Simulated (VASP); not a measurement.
A run of VASP 6.6.1:

File INCAR:

```
PREC = Accurate
ENCUT = 520
EDIFF = 1E-6
ISMEAR = 0
SIGMA = 0.1
LREAL = F
LASPH = T
NELM = 60
ALGO = Normal
ISIF = 2
LWAVE = F
LCHARG = F
GGA = PS
NBANDS = 14
```

KPOINTS

```
regular mesh
0
Gamma
  18 18 14
```

POSCAR

```
B
1.0
    3.2184662735     -1.4454967354      0.0042970205
    3.2184662735      1.4454967354      0.0042970205
   -0.3842183232      0.0000000000      3.1389570978
B
4
Direct
    0.1268959730      0.1268959730      0.1217386265
    0.8731040270      0.8731040270      0.8782613735
    0.2391446817      0.2391446817      0.6442125405
    0.7608553183      0.7608553183      0.3557874595
```

Potentials or basis: VASP PAW PBE potentials, release 64 (B).

Command:

```console
$ cat potpaw_PBE.64/B/POTCAR > POTCAR
$ mpirun -np 1 vasp_std > vasp.out
```

Hardware: 1 thread of Intel Xeon 8259CL, on a shared host.

Q: How long does it take, and how much memory?

A: Run time: 10 min on 1 thread of Intel Xeon 8259CL (shared host), peak memory 0.45 GiB. Counts: scf iterations 12, k points 1208.
